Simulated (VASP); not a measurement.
Write the native input for VASP 6.6.1 that does the following.

| Quantity | Value |
| --- | --- |
| Task | single point |
| Functional | PBEsol |
| Potentials or basis | VASP PAW PBE potentials, release 64 (Al, N) |
| Cutoff | 600 eV |
| k mesh | 12 × 12 × 6 |
| Occupations | gaussian, width 0.05 eV |
| Spin | no spin polarisation |
| Dipole correction | no |
| Further INCAR settings | ALGO = Normal; EDIFF = 1e-06; NBANDS = 16 |

The structure of AlN lies in POSCAR:

```
AlN
1.0
    3.1110021516      0.0000000000      0.0000000000
   -1.5555010758      2.6942068945      0.0000000000
    0.0000000000      0.0000000000      4.9780000000
Al N
2 2
Direct
    0.3333333333      0.6666666667      0.0000000000
    0.6666666667      0.3333333333      0.5000000000
    0.3482514077      0.8893667129      0.3850000000
    0.6666666667      0.3333333333      0.8850000000
```

This cell differs from its parent crystal: atom 3 (N) moved by (-0.300, +0.600) A along x and y.

The input as run:

INCAR

```
PREC = Accurate
ENCUT = 600
EDIFF = 1E-6
ISMEAR = 0
SIGMA = 0.05
LREAL = F
LASPH = T
NELM = 120
ALGO = Normal
ISIF = 2
LWAVE = F
LCHARG = F
GGA = PS
NBANDS = 16
GGA_COMPAT = F
```

KPOINTS

```
Automatic mesh
0
Gamma
  12 12 6
```

Potentials or basis: VASP PAW PBE potentials, release 64 (Al, N).

Run with:

```console
$ cat potpaw_PBE.64/Al/POTCAR potpaw_PBE.64/N/POTCAR > POTCAR
$ mpirun -np 1 vasp_std > vasp.out
```

Results of the run:

- Pressure: 41.9 GPa
- Largest force: 30.427 eV/Å
- Band gap on the k mesh: 3.11 eV

Caveat: the cell differs from its parent crystal (atom 3 (N) moved by (-0.300, +0.600) A along x and y); the stress differs along the axes, from 0 to 102 GPa; the PAW data sets were made with another functional, which shifts forces and pressure a little.

Wall time 2 min on 1 thread of Intel(R) Xeon(R) 6975P-C (Granite Rapids), on a shared host, peak memory 0.4 GiB.
